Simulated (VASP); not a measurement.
# SiC (lda) (F-43m) in VASP: further runs

SiC (lda) is run at these levels: LDA; tasks: single point.

Everything below comes from runs of VASP 6.6.1. Logs are shortened: lines on timing, memory, paths and dates and some standing lists are left out, and cuts for length are marked.

### 1 The cell of the first run

Symmetry: F-43m, No. 216, cubic system. Conventional cell: a = 4.329 Å, b = 4.329 Å, c = 4.329 Å, α = 90.00°, β = 90.00°, γ = 90.00°. Si (site symmetry -43m) has 4 C at 1.87 Å within 2.5 Å. C (site symmetry -43m) has 4 Si at 1.87 Å within 2.5 Å.

### 2 Single point, LDA

Input file INCAR:

```
  PREC = Accurate
  ENCUT = 600
  EDIFF = 1E-6
  ISMEAR = 0
  SIGMA = 0.02
  LREAL = False
  LASPH = True
  NELM = 120
  ALGO = Normal
  ISIF = 2
  LWAVE = False
  LCHARG = True
  LELF = True
  LVHAR = True
  NBANDS = 11
  GGA_COMPAT = False
```

Input file KPOINTS:

```
Automatic mesh
0
Gamma
  10 10 10
```

Input file POSCAR:

```
SiC
1.0
    0.0000000000      2.1644841941      2.1644841941
    2.1644841941      0.0000000000      2.1644841941
    2.1644841941      2.1644841941      0.0000000000
Si C
1 1
Direct
    0.0000000000      0.0000000000      0.0000000000
    0.2500000000      0.2500000000      0.2500000000
```

Potentials or basis: VASP PAW LDA potentials, release 64 (Si, C).

Launch:

```console
cat potpaw_LDA.64/Si/POTCAR potpaw_LDA.64/C/POTCAR > POTCAR
mpirun -np 1 vasp_std > vasp.out
```

OUTCAR:

```text
PREC = Accurate
   ENCUT = 600
   EDIFF = 1E-6
   ISMEAR = 0
   LREAL = False
   LASPH = True
   NELM = 120
   ISIF = 2

 ion  position               nearest neighbor table
   1  0.000  0.000  0.000-   2 1.87   2 1.87   2 1.87   2 1.87
   2  0.250  0.250  0.250-   1 1.87   1 1.87   1 1.87   1 1.87

  LATTYP: Found a face centered cubic cell.
 ALAT       =     4.3289683882

  Lattice vectors:

 A1 = (   0.0000000000,   2.1644841941,   2.1644841941)
 A2 = (   2.1644841941,   0.0000000000,   2.1644841941)
 A3 = (   2.1644841941,   2.1644841941,   0.0000000000)

Analysis of symmetry for initial positions (statically):
=====================================================================
 Subroutine PRICEL returns:
 Original cell was already a primitive cell.

 Routine SETGRP: Setting up the symmetry group for a
 face centered cubic supercell.

 Subroutine GETGRP returns: Found 24 space group operations
 (whereof 24 operations were pure point group operations)
 out of a pool of 48 trial point group operations.

The static configuration has the point symmetry T_d .

Analysis of symmetry for dynamics (positions and initial velocities):
=====================================================================
 Subroutine PRICEL returns:
 Original cell was already a primitive cell.

 Routine SETGRP: Setting up the symmetry group for a
 face centered cubic supercell.

 Subroutine GETGRP returns: Found 24 space group operations
 (whereof 24 operations were pure point group operations)
 out of a pool of 48 trial point group operations.

The dynamic configuration has the point symmetry T_d .

 Subroutine INISYM returns: Found 24 space group operations
 (whereof 24 operations are pure point group operations),
 and found     1 'primitive' translations

----------------------------------------------------------------------------------------

                                     Primitive cell

  volume of cell :      20.2812

  direct lattice vectors                    reciprocal lattice vectors
     0.000000000  2.164484194  2.164484194    -0.231001918  0.231001918  0.231001918
     2.164484194  0.000000000  2.164484194     0.231001918 -0.231001918  0.231001918
     2.164484194  2.164484194  0.000000000     0.231001918  0.231001918 -0.231001918

  length of vectors
     3.061042903  3.061042903  3.061042903     0.400107058  0.400107058  0.400107058

  position of ions in fractional coordinates (direct lattice)
     0.000000000  0.000000000  0.000000000
     0.250000000  0.250000000  0.250000000

  ion indices of the primitive-cell ions
   primitive index   ion index
                 1           1
                 2           2

----------------------------------------------------------------------------------------

 KPOINTS: Automatic mesh

Automatic generation of k-mesh.
 Grid dimensions read from file:
 generate k-points for:   10   10   10

 Generating k-lattice:

  Cartesian coordinates                     Fractional coordinates (reciprocal lattice)
    -0.023100192  0.023100192  0.023100192     0.100000000  0.000000000  0.000000000
     0.023100192 -0.023100192  0.023100192     0.000000000  0.100000000  0.000000000
     0.023100192  0.023100192 -0.023100192     0.000000000  0.000000000  0.100000000

  Length of vectors
     0.040010706  0.040010706  0.040010706

  Shift w.r.t. Gamma in fractional coordinates (k-lattice)
     0.000000000  0.000000000  0.000000000

 Subroutine IBZKPT returns following result:
 ===========================================

 Found     47 irreducible k-points:

 Following reciprocal coordinates:
            Coordinates               Weight
  0.000000  0.000000  0.000000      1.000000
  0.100000  0.000000  0.000000      8.000000
  0.200000  0.000000  0.000000      8.000000
  0.300000  0.000000  0.000000      8.000000
  0.400000  0.000000  0.000000      8.000000
  0.500000  0.000000  0.000000      4.000000
[... 16 lines left out ...]
  0.300000  0.300000  0.000000      6.000000
  0.400000  0.300000  0.000000     24.000000
 [... further k-points ...]
   k-points           NKPTS =     47   k-points in BZ     NKDIM =     47   number of bands    NBANDS=     11
   number of dos      NEDOS =    301   number of ions     NIONS =      2
   total plane-waves  NPLWV =  13824
   dimension x,y,z NGX =    24 NGY =   24 NGZ =   24
   dimension x,y,z NGXF=    48 NGYF=   48 NGZF=   48
   ions per type =               1   1
   NGX,Y,Z   is equivalent  to a cutoff of  13.03, 13.03, 13.03 a.u.
   NGXF,Y,Z  is equivalent  to a cutoff of  26.07, 26.07, 26.07 a.u.
 SYSTEM =  unknown system
   PREC   = accura    normal or accurate (medium, high low for compatibility)
   ISTART =      0    job   : 0-new  1-cont  2-samecut
   ICHARG =      2    charge: 1-file 2-atom 10-const
   ISPIN  =      1    spin polarized calculation?
   LNONCOLLINEAR =      F non collinear calculations
   LSORBIT =      F    spin-orbit coupling
   LASPH  =      T    aspherical Exc in radial PAW
   ENCUT  =  600.0 eV  44.10 Ry    6.64 a.u.   6.11  6.11  6.11*2*pi/ulx,y,z
   NELM   =    120;   NELMIN=  2; NELMDL= -5     # of ELM steps
   EDIFF  = 0.1E-05   stopping-criterion for ELM
   LREAL  =      F    real-space projection
   EDIFFG = 0.1E-04   stopping-criterion for IOM
   NSW    =      0    number of steps for IOM
   IBRION =     -1    ionic relax: 0-MD 1-quasi-New 2-CG
   NFREE  =      0    steps in history (QN), initial steepest desc. (CG)
   ISIF   =      2    stress and relaxation
   ISYM   =      2    0-nonsym 1-usesym 2-fastsym
   POTIM  = 0.5000    time-step for ionic-motion
   TEBEG  =    0.0;   TEEND  =   0.0 temperature during run
   PSTRESS=    0.0 pullay stress
   NELECT =       8.0000    total number of electrons
   NUPDOWN=      -1.0000    fix difference up-down
   EMIN   =  10.00;   EMAX   =-10.00  energy-range for DOS
   EFERMI =   0.00;   METHOD = LEGACY
   ISMEAR =     0;   SIGMA  =   0.02  broadening in eV -4-tet -1-fermi 0-gaus
   EFERMI_NEDOS =   21; number of points for ismear=-14 and -15
   IALGO  =     38    algorithm
   IMIX   =      4    mixing-type and parameters
     AMIX     =   0.40;   BMIX     =  1.00
     AMIX_MAG =   1.60;   BMIX_MAG =  1.00
  volume/ion in A,a.u.               =      10.14        68.43
  Fermi-wavevector in a.u.,A,eV,Ry     =   1.200624  2.268851 19.612776  1.441498
  Thomas-Fermi vector in A             =   2.336455
   LORBIT       =      0    0 simple, 1 ext, 2 COOP (PROOUT), +10 PAW based schemes
   GGA     = CA    functional components
   LHFCALC =     F    Hartree Fock is set to
   AEXX    =    0.0000 exact exchange contribution
   IVDW    =     0    specifies the selected vdW correction
   LEPSILON=     F    determine dielectric tensor
   LRPA    =     F    only Hartree local field effects (RPA)
 non-spin polarized calculation
 Gauss-broadening in eV      SIGMA  =   0.02
  energy-cutoff  :      600.00
  volume of cell :       20.28
 maximum number of plane-waves:       700
   NGX = 13   NGY = 13   NGZ = 13

 number of electron       8.0000000 magnetization

 Free energy of the ion-electron system (eV)
  ---------------------------------------------------
  ext. energy  EPLUGINS =         0.00000000
  ---------------------------------------------------
  free energy    TOTEN  =       -16.64463007 eV

  energy without entropy =      -16.64463007  energy(sigma->0) =      -16.64463007

 E-fermi :   8.3870     XC(G=0): -11.6421

 val. band max:        8.2905429561   @ k =   0.0000   0.0000   0.0000
 cond. band min:       9.5783181592   @ k =   0.5000   0.5000   0.0000
 fundamental gap:      1.2877752031
 Fermi energy:         8.3869666577

 k-point     1 :       0.0000    0.0000    0.0000
  band No.  band energies     occupation
      1      -7.1826      2.00000
      2       8.2905      2.00000
      3       8.2905      2.00000
      4       8.2905      2.00000
      5      14.8188      0.00000
      6      15.6217      0.00000
      7      15.6217      0.00000
      8      15.6217      0.00000
      9      22.8675      0.00000
     10      22.8675      0.00000
     11      24.7746      0.00000

 k-point     2 :       0.1000    0.0000    0.0000
  band No.  band energies     occupation
      1      -6.9835      2.00000
      2       7.2895      2.00000
      3       8.1555      2.00000
      4       8.1555      2.00000
      5      14.9889      0.00000
      6      15.8667      0.00000
      7      15.8667      0.00000
      8      15.9595      0.00000
      9      21.8891      0.00000
     10      21.8891      0.00000
     11      24.5294      0.00000

 k-point     3 :       0.2000    0.0000    0.0000
  band No.  band energies     occupation
      1      -6.3942      2.00000
      2       5.1613      2.00000
      3       7.8461      2.00000
      4       7.8461      2.00000
      5      14.6293      0.00000
      6      16.2223      0.00000
      7      16.2223      0.00000
      8      17.1801      0.00000
      9      21.2112      0.00000
     10      21.2112      0.00000
     11      23.6642      0.00000

 k-point     4 :       0.3000    0.0000    0.0000
  band No.  band energies     occupation
      1      -5.4480      2.00000
      2       2.8194      2.00000
      3       7.5282      2.00000
      4       7.5282      2.00000
      5      14.2173      0.00000
      6      16.0666      0.00000
      7      16.0666      0.00000
      8      18.0920      0.00000
      9      22.0440      0.00000
     10      22.0440      0.00000
     11      23.4252      0.00000

 k-point     5 :       0.4000    0.0000    0.0000
  band No.  band energies     occupation
      1      -4.2645      2.00000
      2       0.7177      2.00000
      3       7.3085      2.00000
      4       7.3085      2.00000
      5      13.9520      0.00000
      6      15.6741      0.00000
      7      15.6741      0.00000
      8      18.3299      0.00000
      9      23.9811      0.00000
     10      23.9811      0.00000
     11      24.0148      0.00000
[... 211 lines left out ...]
 k-point    21 :      -0.3000    0.2000    0.0000
  band No.  band energies     occupation
      1      -4.0374      2.00000
      2       1.8406      2.00000
      3       4.4301      2.00000
      4       7.1093      2.00000
      5      13.8619      0.00000
      6      16.6271      0.00000
      7      17.0525      0.00000
      8      18.6424      0.00000
      9      21.0504      0.00000
     10      23.7396      0.00000
     11      27.4410      0.00000

 k-point    22 :      -0.2000    0.2000    0.0000
  band No.  band energies     occupation
      1      -5.1312      2.00000
      2       3.4983      2.00000
      3       5.0159      2.00000
      4       7.6411      2.00000
      5      14.8545      0.00000
      6      16.4070      0.00000
      7      16.6834      0.00000
      8      17.5028      0.00000
      9      19.8250      0.00000
     10      23.7098      0.00000
     11      27.5525      0.00000

 k-point    23 :       0.3000    0.3000    0.0000
  band No.  band energies     occupation
      1      -4.8613      2.00000
      2       3.9794      2.00000
      3       5.8920      2.00000
      4       5.8920      2.00000
      5      11.4166      0.00000
      6      13.8634      0.00000
      7      19.8658      0.00000
      8      19.8658      0.00000
      9      20.8211      0.00000
     10      25.4664      0.00000
     11      30.0669      0.00000

 k-point    24 :       0.4000    0.3000    0.0000
  band No.  band energies     occupation
      1      -3.9671      2.00000
      2       2.7335      2.00000
      3       5.0849      2.00000
      4       5.6265      2.00000
      5      11.1094      0.00000
      6      13.8760      0.00000
      7      19.9892      0.00000
      8      20.2580      0.00000
      9      22.1106      0.00000
     10      26.4381      0.00000
     11      29.7130      0.00000

 [... further k-points ...]
[... 5 lines left out ...]
  --------------------------------------------------------------------------------------
  -------------------------------------------------------------------------------------
  Total        0.0330984      0.0330984      0.0330984      0.0000000      0.0000000      0.0000000
  in kB        2.6147144      2.6147144      2.6147144      0.0000000      0.0000000      0.0000000
  external PRESSURE =       2.6147144 kB  Pullay stress =       0.0000000 kB

 VOLUME and BASIS-vectors are now :
 -----------------------------------------------------------------------------
  energy-cutoff  :      600.00
  volume of cell :       20.28
      direct lattice vectors                 reciprocal lattice vectors
     0.000000000  2.164484194  2.164484194    -0.231001918  0.231001918  0.231001918
     2.164484194  0.000000000  2.164484194     0.231001918 -0.231001918  0.231001918
     2.164484194  2.164484194  0.000000000     0.231001918  0.231001918 -0.231001918

 POSITION                                       TOTAL-FORCE (eV/Angst)
 -----------------------------------------------------------------------------------
      0.00000      0.00000      0.00000        -0.000000     -0.000000     -0.000000
      1.08224      1.08224      1.08224         0.000000      0.000000      0.000000
 -----------------------------------------------------------------------------------
    total drift:                                0.000000      0.000000      0.000000

  FREE ENERGIE OF THE ION-ELECTRON SYSTEM (eV)
  ---------------------------------------------------
  free  energy   TOTEN  =       -16.6446300692 eV

  energy  without entropy=      -16.6446300692  energy(sigma->0) =      -16.64463007
```

Wall time 18 s (1 thread of AMD EPYC 7R13, shared host); peak memory 0.1 GiB.

Results:

```
Free energy            : -16.6446 eV
Pressure               : 0.3 GPa
Band gap on the k mesh : 1.29 eV, indirect (least direct gap 4.52 eV)
```

A k mesh can miss the band edges. A hybrid or GW would open this gap; LDA tends to underestimate it.

### 3 Single point, LDA

Input file INCAR:

```
SYSTEM = SiC
PREC     = Accurate       ! precision mode
ENCUT    = 600            ! plane-wave cutoff, eV
EDIFF    = 1E-6           ! SCF threshold, eV
ISMEAR   = 0              ! smearing method
SIGMA    = 0.01           ! smearing width, eV
LREAL    = .False.        ! projectors in reciprocal space
LASPH    = .True.         ! aspherical terms in the spheres
NELM     = 120            ! most SCF steps
ALGO     = Normal         ! electronic algorithm
ISIF     = 2              ! what is computed and relaxed
LWAVE    = .False.        ! write WAVECAR
LCHARG   = .False.        ! write CHGCAR
GGA      = CA             ! functional
NBANDS   = 11             ! bands
GGA_COMPAT= .False.
```

Input file KPOINTS:

```
regular mesh
0
Gamma
  10 10 10
  0 0 0
```

POSCAR is that of step 2.

Potentials or basis: VASP PAW LDA potentials, release 64 (Si, C).

Launch:

```console
cat potpaw_LDA.64/Si/POTCAR potpaw_LDA.64/C/POTCAR > POTCAR
mpirun -np 1 vasp_std > vasp.out
```

OUTCAR:

```text
SYSTEM = SiC
   PREC = Accurate
   ENCUT = 600
   EDIFF = 1E-6
   ISMEAR = 0
   LREAL = .False.
   LASPH = .True.
   NELM = 120
   ISIF = 2
   GGA = CA

 ion  position               nearest neighbor table
   1  0.000  0.000  0.000-   2 1.87   2 1.87   2 1.87   2 1.87
   2  0.250  0.250  0.250-   1 1.87   1 1.87   1 1.87   1 1.87

  LATTYP: Found a face centered cubic cell.
 ALAT       =     4.3289683882

  Lattice vectors:

 A1 = (   0.0000000000,   2.1644841941,   2.1644841941)
 A2 = (   2.1644841941,   0.0000000000,   2.1644841941)
 A3 = (   2.1644841941,   2.1644841941,   0.0000000000)
[... 512 lines left out ...]
      7      19.9892      0.00000
      8      20.2580      0.00000
      9      22.1106      0.00000
     10      26.4381      0.00000
     11      29.7130      0.00000

 [... further k-points ...]
[... 5 lines left out ...]
  --------------------------------------------------------------------------------------
  -------------------------------------------------------------------------------------
  Total        0.0330984      0.0330984      0.0330984      0.0000000      0.0000000     -0.0000000
  in kB        2.6147144      2.6147144      2.6147144      0.0000000      0.0000000     -0.0000000
  external PRESSURE =       2.6147144 kB  Pullay stress =       0.0000000 kB

 VOLUME and BASIS-vectors are now :
 -----------------------------------------------------------------------------
  energy-cutoff  :      600.00
  volume of cell :       20.28
      direct lattice vectors                 reciprocal lattice vectors
     0.000000000  2.164484194  2.164484194    -0.231001918  0.231001918  0.231001918
     2.164484194  0.000000000  2.164484194     0.231001918 -0.231001918  0.231001918
     2.164484194  2.164484194  0.000000000     0.231001918  0.231001918 -0.231001918

 POSITION                                       TOTAL-FORCE (eV/Angst)
 -----------------------------------------------------------------------------------
      0.00000      0.00000      0.00000        -0.000000     -0.000000     -0.000000
      1.08224      1.08224      1.08224         0.000000      0.000000      0.000000
 -----------------------------------------------------------------------------------
    total drift:                                0.000000      0.000000      0.000000

  FREE ENERGIE OF THE ION-ELECTRON SYSTEM (eV)
  ---------------------------------------------------
  free  energy   TOTEN  =       -16.6446300692 eV

  energy  without entropy=      -16.6446300692  energy(sigma->0) =      -16.64463007
```

stdout:

```text
POSCAR found type information on POSCAR SiC
 POSCAR found :  2 types and       2 ions
 scaLAPACK will be used
 LDA part: xc-table for (Slater(with rela. corr.)+CA(PZ))
 , standard interpolation
 POSCAR, INCAR and KPOINTS ok, starting setup
 FFT: planning ... GRIDC
 FFT: planning ... GRID_SOFT
 FFT: planning ... GRID
 WAVECAR not read
 entering main loop
```

It took 18 s on 1 thread of AMD EPYC 7R13, shared host; peak memory 0.1 GiB.

Results:

```yaml
Free_energy: -16.6446 eV
Pressure: 0.3 GPa
Band_gap_on_the_k_mesh: 1.29 eV, indirect (least direct gap 4.52 eV)
```

A k mesh can miss the band edges. Expect the measured gap to be larger: semilocal functionals such as LDA lack the derivative discontinuity.

(Part 1 of 2 ends here.)
